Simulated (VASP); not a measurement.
A run of VASP 6.6.1 is set up as follows.

File INCAR:

```
SYSTEM = B
ALGO = Fast
EDIFF = 1E-7
EDIFFG = -0.01
ENCUT = 600
GGA = PE
IBRION = 2
ISIF = 3
ISMEAR = 0
LASPH = .True.
LCHARG = .False.
LREAL = .False.
LWAVE = .False.
NELM = 60
NSW = 100
PREC = Accurate
SIGMA = 0.1
```

Contents of KPOINTS:

```
k-points
0
Gamma
  18 18 14
  0 0 0
```

File POSCAR:

```
B
1.0
    1.4720123987     -2.6603902359      0.0000000000
    1.4720123987      2.6603902359      0.0000000000
    0.0000000000      0.0000000000      3.2633101331
B
4
Direct
    0.6562161174      0.3437838826      0.5902350394
    0.1562161174      0.8437838826      0.9097649606
    0.3437838826      0.6562161174      0.4097649606
    0.8437838826      0.1562161174      0.0902350394
```

Potentials or basis: VASP PAW PBE potentials, release 64 (B).

Command:

```console
$ cat potpaw_PBE.64/B/POTCAR > POTCAR
$ mpirun -np 1 vasp_std > vasp.out
```

(1) Predict the relaxed volume.

(2) What does it give for the relaxed cell?

## Answers

(1) 6.38 Å³/atom.

(2) a = 3.041 Å, b = 3.041 Å, c = 3.262 Å, α = 90.00°, β = 90.00°, γ = 122.21°.
